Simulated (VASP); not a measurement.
Zr, 2 atoms in the cell. Symmetry: P6_3/mmc, No. 194, hexagonal system. Conventional cell: a = 3.243 Å, b = 3.243 Å, c = 5.164 Å, α = 90.00°, β = 90.00°, γ = 120.00°. Within 4.2 Å of Zr (site symmetry -6m2) lie 12 Zr at 3.19 to 3.24 Å. 

```yaml
Program: VASP 6.6.1
Task: electric field gradients
Functional: PBEsol
Potentials_or_basis: VASP PAW PBE potentials, release 64 (Zr_sv)
Cutoff: 520 eV
k_mesh: 13 × 13 × 7
Occupations: fermi-dirac, width 0.08 eV
Spin: no spin polarisation
Dipole_correction: no
Further_INCAR_settings: ALGO = Normal; EDIFF = 1e-08; NBANDS = 19
```

Potentials or basis: VASP PAW PBE potentials, release 64 (Zr_sv).

Command:

```console
$ cat potpaw_PBE.64/Zr_sv/POTCAR > POTCAR
$ mpirun -np 1 vasp_std > vasp.out
```

Hardware: 1 thread of Intel Xeon 8259CL, on a shared host.

Problem. How long does it take, and how much memory?

Solution. Wall time 85 s on 1 thread of Intel Xeon 8259CL, on a shared host, peak memory 0.2 GiB. Counts: scf iterations 16, k points 84.
